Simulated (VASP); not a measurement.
# TaSi16C15 (a cell with a defect) in VASP: single point with PBE

Aim: the single point of TaSi16C15 (a cell with a defect) with PBE.

Program: VASP 6.6.1. These are calculated values, not measurements. Logs are shortened: lines on timing, memory, paths and dates and some standing lists are left out, and cuts for length are marked.

### Step 1. The cell of the first run

The cell holds a defect, 32 atoms: a = 6.152 Å, b = 6.152 Å, c = 10.096 Å, α = 90.00°, β = 90.00°, γ = 120.00°.

### Step 2. Single point, PBE, collinear spin

The input, INCAR:

```
SYSTEM = TaSi16C15
ALGO = Normal ; EDIFF = 1E-6
ENCUT = 520 ; GGA = PE
ISIF = 2 ; ISMEAR = -1
ISPIN = 2 ; LASPH = .TRUE.
LCHARG = .FALSE. ; LMAXMIX = 4
LORBIT = 11 ; LREAL = Auto
LWAVE = .FALSE. ; MAGMOM = 0 0 0 0 0 0 0 0 0 0 0 0 0 0 0 0 1 0 0 0 0 0 0 0 0 0 0 0 0 0 0 0
NBANDS = 94 ; NELM = 150
PREC = Accurate ; SIGMA = 0.01
```

The input, KPOINTS:

```
k-points
0
G
  4 4 2
  0 0 0
```

The input, POSCAR:

```
TaSi16C15
1.0
    6.1520000000      0.0000000000      0.0000000000
   -3.0760000000      5.3277882840      0.0000000000
    0.0000000000      0.0000000000     10.0960000000
Si Ta C
16 1 15
Direct
    0.1666666667      0.3333333333     -0.1134409630
    0.1666666667      0.3333333333      0.5069856600
    0.1648544373      0.8324272186      0.0125311939
    0.1633672872      0.8316836436      0.5066556904
    0.6675727814      0.3351455627      0.0125311939
    0.6683163564      0.3366327128      0.5066556904
    0.6675727814      0.8324272186      0.0125311939
    0.6683163564      0.8316836436      0.5066556904
    0.3351166294      0.1648833706      0.2649364393
    0.3476719478      0.1523280522      0.7526147390
    0.3351166294      0.6702332588      0.2649364393
    0.3476719478      0.6953438957      0.7526147390
    0.8297667412      0.1648833706      0.2649364393
    0.8046561043      0.1523280522      0.7526147390
    0.8333333333      0.6666666667      0.2567219131
    0.8333333333      0.6666666667      0.7626036801
    0.1666666667      0.3333333333      0.1097505467
    0.1666666667      0.3333333333      0.7023607378
    0.1660044519      0.8330022260      0.1984405600
    0.1588254484      0.8294127242      0.6921459551
    0.6669977740      0.3339955481      0.1984405600
    0.6705872758      0.3411745516      0.6921459551
    0.6669977740      0.8330022260      0.1984405600
    0.6705872758      0.8294127242      0.6921459551
    0.3341427191      0.1658572809      0.4521149562
    0.3364408500      0.1635591500      0.9416464145
    0.3341427191      0.6682854382      0.4521149562
    0.3364408500      0.6728816999      0.9416464145
    0.8317145618      0.1658572809      0.4521149562
    0.8271183001      0.1635591500      0.9416464145
    0.8333333333      0.6666666667      0.4438566726
    0.8333333333      0.6666666667      0.9479039078
```

Potentials or basis: VASP PAW PBE potentials, release 64 (Si, Ta_pv, C).

The run is started by

```bash
cat potpaw_PBE.64/Si/POTCAR potpaw_PBE.64/Ta_pv/POTCAR potpaw_PBE.64/C/POTCAR > POTCAR
mpirun -np 1 vasp_std > vasp.out
```

OUTCAR:

```text
SYSTEM = TaSi16C15
   EDIFF = 1E-6
   ENCUT = 520
   GGA = PE
   ISIF = 2
   ISMEAR = -1
   ISPIN = 2
   LASPH = .TRUE.
   LORBIT = 11
   LREAL = Auto
   NELM = 150
   PREC = Accurate

 ion  position               nearest neighbor table
   1  0.167  0.333  0.887-  18 1.86  28 1.89  26 1.89  30 1.89  17 2.25  10 2.36  12 2.36  14 2.36

   2  0.167  0.333  0.507-  25 1.87  27 1.87  29 1.87  18 1.97   9 3.03  11 3.03  13 3.03   4 3.08
                             6 3.08   8 3.08   8 3.08   4 3.08   6 3.08  10 3.14  12 3.14  14 3.14
   3  0.165  0.832  0.013-  19 1.88  32 1.88  26 1.90  28 1.90  15 3.03   5 3.06   7 3.06  16 3.08
                             5 3.09   7 3.09  11 3.10   9 3.10  12 3.13  10 3.13  17 3.23  17 3.23
   4  0.163  0.832  0.507-  25 1.86  27 1.86  31 1.87  20 1.87  12 3.02  10 3.02   9 3.02  11 3.02
                             6 3.05   8 3.05  15 3.08   2 3.08   2 3.08   6 3.11   8 3.11  16 3.13
   5  0.668  0.335  0.013-  21 1.88  32 1.88  26 1.90  30 1.90  15 3.03   7 3.06   3 3.06  16 3.08
                             7 3.09   3 3.09  13 3.10   9 3.10  14 3.13  10 3.13  17 3.23  17 3.23
   6  0.668  0.337  0.507-  25 1.86  29 1.86  31 1.87  22 1.87  14 3.02  10 3.02  13 3.02   9 3.02
                             4 3.05   8 3.05  15 3.08   2 3.08   2 3.08   8 3.11   4 3.11  16 3.13
   7  0.668  0.832  0.013-  23 1.88  32 1.88  30 1.90  28 1.90  15 3.03   5 3.06   3 3.06  16 3.08
                             5 3.09   3 3.09  13 3.10  11 3.10  14 3.13  12 3.13  17 3.23  17 3.23
   8  0.668  0.832  0.507-  29 1.86  27 1.86  31 1.87  24 1.87  14 3.02  12 3.02  13 3.02  11 3.02
                             6 3.05   4 3.05  15 3.08   2 3.08   2 3.08   6 3.11   4 3.11  16 3.13
   9  0.335  0.165  0.265-  25 1.89  19 1.89  21 1.89  17 2.38   4 3.02   6 3.02   2 3.03  11 3.04
                            13 3.04  15 3.08  15 3.08   3 3.10   5 3.10  11 3.11  13 3.11
  10  0.348  0.152  0.753-  20 1.83  22 1.83  26 1.91  18 1.99   1 2.36  12 2.81  14 2.81   4 3.02
                             6 3.02  16 3.08  16 3.08   3 3.13   5 3.13   2 3.14
  11  0.335  0.670  0.265-  27 1.89  23 1.89  19 1.89  17 2.38   4 3.02   8 3.02   2 3.03   9 3.04
                            13 3.04  15 3.08  15 3.08   3 3.10   7 3.10   9 3.11  13 3.11
  12  0.348  0.695  0.753-  20 1.83  24 1.83  28 1.91  18 1.99   1 2.36  10 2.81  14 2.81   4 3.02
                             8 3.02  16 3.08  16 3.08   3 3.13   7 3.13   2 3.14
  13  0.830  0.165  0.265-  29 1.89  23 1.89  21 1.89  17 2.38   8 3.02   6 3.02   2 3.03  11 3.04
                             9 3.04  15 3.08  15 3.08   5 3.10   7 3.10  11 3.11   9 3.11
  14  0.805  0.152  0.753-  22 1.83  24 1.83  30 1.91  18 1.99   1 2.36  12 2.81  10 2.81   6 3.02
                             8 3.02  16 3.08  16 3.08   5 3.13   7 3.13   2 3.14
  15  0.833  0.667  0.257-  21 1.87  23 1.87  19 1.87  31 1.89   7 3.03   5 3.03   3 3.03   8 3.08
                             6 3.08   4 3.08  13 3.08  11 3.08   9 3.08   9 3.08  13 3.08  11 3.08
  16  0.833  0.667  0.763-  32 1.87  24 1.87  22 1.87  20 1.87   7 3.08   5 3.08   3 3.08  10 3.08
                            14 3.08  14 3.08  10 3.08  12 3.08  12 3.08   8 3.13   6 3.13   4 3.13
  17  0.167  0.333  0.110-   1 2.25   9 2.38  11 2.38  13 2.38  28 2.48  26 2.48  30 2.48   3 3.23
                             7 3.23   7 3.23   3 3.23   5 3.23   5 3.23
[... 273 lines left out ...]
      3     -23.4686      1.00000
      4      -7.6615      1.00000
      5      -6.2617      1.00000
      6      -5.7340      1.00000
[... 645 lines left out ...]
     78      13.5335      0.00000
     79      13.6939      0.00000
 Fermi energy:        10.7706095400

 spin component 2

 k-point     1 :       0.0000    0.0000    0.0000
  band No.  band energies     occupation
      1     -23.4929      1.00000
      2     -23.4929      1.00000
      3     -23.4511      1.00000
      4      -7.6389      1.00000
      5      -6.2537      1.00000
      6      -5.7244      1.00000
[... 645 lines left out ...]
     78      13.5485      0.00000
     79      13.7203      0.00000
 [bands above 79 left out]

------------------------ aborting loop because EDIFF is reached ----------------------------------------

  FORCE on cell =-STRESS in cart. coord.  units (eV):
  Direction    XX          YY          ZZ          XY          YZ          ZX
  --------------------------------------------------------------------------------------
  -------------------------------------------------------------------------------------
  Total       26.5097659     26.5097659     24.5252339      0.0000000      0.0000000      0.0000000
  in kB      128.3523568    128.3523568    118.7438464      0.0000000      0.0000000      0.0000000
  external PRESSURE =     125.1495200 kB  Pullay stress =       0.0000000 kB

 VOLUME and BASIS-vectors are now :
 -----------------------------------------------------------------------------
  energy-cutoff  :      520.00
  volume of cell :      330.91
      direct lattice vectors                 reciprocal lattice vectors
     6.152000000  0.000000000  0.000000000     0.162548765  0.093847573  0.000000000
    -3.076000000  5.327788284  0.000000000     0.000000000  0.187695146  0.000000000
     0.000000000  0.000000000 10.096000000     0.000000000  0.000000000  0.099049128

 POSITION                                       TOTAL-FORCE (eV/Angst)
 -----------------------------------------------------------------------------------
      0.00000      1.77593      8.95070         0.000000      0.000000     -0.079153
      0.00000      1.77593      5.11853         0.000000      0.000000     -0.012093
     -1.54636      4.43500      0.12651         0.011040      0.006374     -0.008406
     -1.55322      4.43103      5.11520         0.011997      0.006927      0.008399
      3.07600      1.78558      0.12651        -0.000000     -0.012747     -0.008406
      3.07600      1.79351      5.11520         0.000000     -0.013853      0.008399
[... 24 lines left out ...]
      3.07600      3.55186      4.48118         0.000000      0.000000      0.013279
      3.07600      3.55186      9.57004         0.000000      0.000000      0.002099
 -----------------------------------------------------------------------------------
    total drift:                                0.000002     -0.000000     -0.046100

  FREE ENERGIE OF THE ION-ELECTRON SYSTEM (eV)
  ---------------------------------------------------
  free  energy   TOTEN  =      -233.0460771123 eV

  energy  without entropy=     -233.0436171186  energy(sigma->0) =     -233.04484712

 total charge

# of ion       s       p       d       tot
------------------------------------------
    1        0.735   1.039   0.000   1.774
    2        0.711   0.934   0.000   1.645
    3        0.708   0.939   0.000   1.647
    4        0.709   0.985   0.000   1.694
    5        0.708   0.939   0.000   1.647
    6        0.709   0.985   0.000   1.694
[... 24 lines left out ...]
   31        0.840   1.726   0.000   2.566
   32        0.840   1.713   0.000   2.552
--------------------------------------------------
tot         24.526  47.331   2.804  74.661

 magnetization (x)

# of ion       s       p       d       tot
------------------------------------------
    1        0.000   0.003   0.000   0.003
    2        0.000   0.000   0.000   0.001
    3        0.002   0.001   0.000   0.003
    4        0.000   0.001   0.000   0.001
    5        0.002   0.001   0.000   0.003
    6        0.000   0.001   0.000   0.001
[... 24 lines left out ...]
   31        0.001   0.001   0.000   0.002
   32        0.000   0.001   0.000   0.001
--------------------------------------------------
tot          0.037   0.041   0.030   0.108
```

OSZICAR:

```text
N       E                     dE             d eps       ncg     rms          rms(c)
DAV:   1     0.506146636387E+03    0.50615E+03   -0.62967E+04  3016   0.132E+03
DAV:   2    -0.211130595280E+03   -0.71728E+03   -0.68218E+03  3640   0.257E+02
[... 50 lines left out ...]
DAV:  53    -0.233046195654E+03    0.19165E-04   -0.60323E-05  3736   0.193E-02    0.931E-03
DAV:  54    -0.233046168404E+03    0.27250E-04   -0.10383E-04  3450   0.261E-02    0.904E-03
DAV:  55    -0.233046123995E+03    0.44409E-04   -0.20749E-04  3520   0.367E-02    0.129E-02
DAV:  56    -0.233046085622E+03    0.38373E-04   -0.10117E-04  3744   0.259E-02    0.179E-02
DAV:  57    -0.233046078052E+03    0.75701E-05   -0.12297E-05  3536   0.890E-03    0.206E-02
DAV:  58    -0.233046077112E+03    0.94009E-06   -0.17340E-07  1928   0.124E-03
   1 F= -.23304608E+03 E0= -.23304485E+03  d E =-.245999E-02  mag=     0.3459
```

Wall time 30 min (1 thread of AMD EPYC 9R45 (Zen 5), shared host); peak memory 0.76 GiB.

What came out:

- Free energy: -233.0461 eV
- Pressure: 12.5 GPa
- Largest force: 0.079 eV/Å
- Net moment: 0.35 μB per cell
- Site moments: Si +0.00, +0.01 (each value once); Ta +0.04; C +0.01, +0.00, -0.00 (each value once) μB
- Valence electrons inside the program's atomic spheres: Si 1.77, 1.65, 1.69, 1.74, 1.68 (each value once); Ta 9.33; C 2.51, 2.53, 2.59, 2.57, 2.52, 2.55 (each value once)

Forces on the atoms (eV/Å):
```
Si   0.000  0.000 -0.079
Si   0.000  0.000 -0.012
Si   0.011  0.006 -0.008
Si   0.012  0.007  0.008
Si   0.000 -0.013 -0.008
Si   0.000 -0.014  0.008
Si  -0.011  0.006 -0.008
Si  -0.012  0.007  0.008
Si   0.016 -0.009  0.022
Si   0.060 -0.035  0.014
Si   0.000  0.018  0.022
Si   0.000  0.069  0.014
Si  -0.016 -0.009  0.022
Si  -0.060 -0.035  0.014
Si   0.000  0.000 -0.017
Si   0.000  0.000 -0.033
Ta   0.000  0.000  0.040
C    0.000  0.000  0.035
C   -0.006 -0.003  0.000
C   -0.009 -0.005 -0.011
C    0.000  0.007  0.000
C    0.000  0.010 -0.011
C    0.006 -0.003  0.000
C    0.009 -0.005 -0.011
C   -0.004  0.002 -0.018
C   -0.007  0.004  0.010
C    0.000 -0.004 -0.018
C    0.000 -0.009  0.010
C    0.004  0.002 -0.018
C    0.007  0.004  0.010
C    0.000  0.000  0.013
C    0.000  0.000  0.002
```

Levels at points of the mesh, in eV from the Fermi level:
Spin up:
```
           k point  band 64  band 65  band 66  band 67  band 68  band 69  band 70  band 71  band 72  band 73
(0.00, 0.00, 0.00)    -2.77    -1.67    -1.44    -1.44    -0.45    -0.04    -0.04     0.38     0.38     0.55
(0.50, 0.00, 0.00)    -2.94    -2.57    -1.06    -0.99     0.39     0.46     0.57     0.86     1.37     1.45
(0.00, 0.00, 0.50)    -2.87    -1.71    -1.43    -1.43    -0.59    -0.06    -0.06     0.43     0.43     0.45
(0.50, 0.00, 0.50)    -2.96    -2.65    -0.99    -0.90     0.32     0.58     0.84     0.87     1.29     1.46
```
Spin down:
```tsv
k point	band 65	band 66	band 67	band 68	band 69	band 70
(0.00, 0.00, 0.00)	-1.63	-1.41	-1.41	-0.29	0.00	0.00
(0.50, 0.00, 0.00)	-2.55	-1.04	-0.96	0.42	0.57	0.61
(0.00, 0.00, 0.50)	-1.67	-1.41	-1.41	-0.44	-0.01	-0.01
(0.50, 0.00, 0.50)	-2.64	-0.96	-0.88	0.36	0.71	0.88
```

Caveat: spin-orbit coupling is left out, which moves the levels of the heavy elements.
